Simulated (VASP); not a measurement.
MgI2: single point with PBE

The system is MgI2.

```xyz
3
Lattice="4.1566 0.0000 0.0000 -2.0783 3.5998 0.0000 0.0000 0.0000 6.8756" Properties=species:S:1:pos:R:3 pbc="T T T"
Mg    0.0000    0.0000    0.0000
I     0.0000    2.3998    1.6678
I     2.0783    1.1999    5.2078
```

```
Program                : VASP 6.6.1
Task                   : single point
Functional             : PBE
Potentials or basis    : VASP PAW PBE potentials, release 64 (Mg, I)
Cutoff                 : 520 eV
k mesh                 : 6 × 6 × 4
Occupations            : gaussian, width 0.01 eV
Spin                   : no spin polarisation
Dipole correction      : no
Further INCAR settings : ALGO = Normal; EDIFF = 1e-06; NBANDS = 15
```

- Pressure: 1.1 GPa
- Band gap on the k mesh: 3.51 eV, indirect (least direct gap 3.68 eV)

Stress tensor (GPa, compression positive):
```
1.01 0.00 0.00
0.00 1.01 0.00
0.00 0.00 1.22
```

Levels at points of the mesh, in eV from the valence-band top:
```
           k point  band 6  band 7  band 8  band 9  band 10  band 11
(0.00, 0.00, 0.00)   -0.08   -0.08    0.00    3.68     4.76     6.68
(0.50, 0.00, 0.00)   -1.39   -0.91   -0.46    3.62     5.32     5.51
(0.00, 0.00, 0.50)   -0.36   -0.18   -0.18    4.63     4.85     6.50
(0.50, 0.00, 0.50)   -1.13   -0.80   -0.70    3.52     5.20     5.68
```

Wall time 44 s on 1 thread of AMD EPYC 7R13, on a shared host, peak memory 0.2 GiB.

Caveat: spin-orbit coupling is left out, which moves the levels of the heavy elements; this functional lacks dispersion, which binds the layers, so the pressure and a relaxed spacing across them are unreliable. A hybrid or GW would open this gap; PBE tends to underestimate it.
